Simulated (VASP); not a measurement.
Rh:

```
CELL_PARAMETERS angstrom
-1.50926 1.50926 1.50926
1.50926 -1.50926 1.50926
1.50926 1.50926 -1.50926
ATOMIC_POSITIONS crystal
Rh 0.00000 0.00000 0.00000
```

This isn't the form of Rh at room conditions, which is fcc.

* Program: VASP 6.6.1
* Task: relaxation of cell and atoms
* Functional: r2SCAN
* Potentials or basis: VASP PAW PBE potentials, release 64 (Rh_sv_GW)
* Cutoff: 680 eV
* k mesh: 15 × 15 × 15
* Occupations: fermi-dirac, width 0.05 eV
* Spin: collinear spin, ferromagnetic start
* Starting moments: [1.0] μB

At the start: pressure 10.7 GPa; volume 13.75 Å³/atom.

Task: How do energy, volume and symmetry change on relaxing?

Result: Over 4 steps the energy falls by 17.8 meV/atom and the volume is 14.32 Å³/atom (+4.1 %); space group Im-3m (No. 229, to 0.1 Å) before and after; moment 0.93 μB per cell.

Step by step:
```
step  energy change (eV)  largest force (eV/Å)  pressure (GPa)  volume (Å³)
   1              0.0000                0.0000           10.70        13.75
   2              0.0582                0.0000          -15.01        15.66
   3             -0.0178                0.0000            0.12        14.30
   4             -0.0178                0.0000           -0.11        14.32
```

Final structure:
```
Rh
1.0
    -1.52963    1.52963    1.52963
     1.52963   -1.52963    1.52963
     1.52963    1.52963   -1.52963
Rh
1
Direct
  0.00000 0.00000 0.00000
```

Caveat: the PAW data sets were made with another functional, which shifts forces and pressure a little.
